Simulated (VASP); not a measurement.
## In: relaxation of cell and atoms with PBE

The system is In.

```
In
1.0
     3.04506    0.00000    0.00000
     0.00000    3.04506    0.00000
     0.00000    0.00000    3.04506
In
1
Cartesian
  0.0000 0.0000 0.0000
```

```
Program                : VASP 6.6.1
Task                   : relaxation of cell and atoms
Functional             : PBE
Potentials or basis    : VASP PAW PBE potentials, release 64 (In_d)
Cutoff                 : 600 eV
k mesh                 : 10 × 10 × 10
Occupations            : fermi-dirac, width 0.1 eV
Spin                   : no spin polarisation
Dipole correction      : no
Further INCAR settings : ALGO = Normal; EDIFF = 1e-07; IBRION = 2; EDIFFG = -0.01; NSW = 80; ISIF = 3
```

- Relaxed volume: 29.55 Å³/atom
- Relaxed cell: a = 3.092 Å, b = 3.092 Å, c = 3.092 Å, α = 90.00°, β = 90.00°, γ = 90.00°
- Space group after relaxing (to 0.05 Å): Pm-3m (No. 221)
- Energy gained by relaxing: 6.4 meV/atom
- Ionic steps: 3
- Pressure after relaxing: 0.0 GPa

The path:
```
step  energy change (eV)  largest force (eV/Å)  pressure (GPa)  volume (Å³)
   1              0.0000                0.0000            1.65        28.24
   2             -0.0064                0.0000            0.12        29.44
   3             -0.0064                0.0000           -0.01        29.55
```

Final structure:
```
In
1.0
     3.09171    0.00000    0.00000
     0.00000    3.09171    0.00000
     0.00000    0.00000    3.09171
In
1
Direct
  0.00000 0.00000 0.00000
```

Levels at points of the mesh, in eV from the Fermi level:
```csv
k point,band 3,band 4,band 5,band 6,band 7,band 8,band 9,band 10
"(0.00, 0.00, 0.00)",-14.30,-14.30,-14.30,-8.84,7.05,7.05,7.05,10.20
"(0.50, 0.00, 0.00)",-14.47,-14.47,-14.28,-5.39,-3.26,9.97,9.97,12.53
"(0.50, 0.50, 0.00)",-14.45,-14.45,-14.11,-1.80,-0.60,-0.60,3.83,13.29
"(0.50, 0.50, 0.50)",-14.70,-14.10,-14.10,2.00,2.00,2.00,2.40,7.03
```

It took 17 s on 1 thread of Intel(R) Xeon(R) Platinum 8559C (Emerald Rapids) (shared host), peak memory 0.15 GiB.

Caveat: spin-orbit coupling is left out, which moves the levels of the heavy elements.
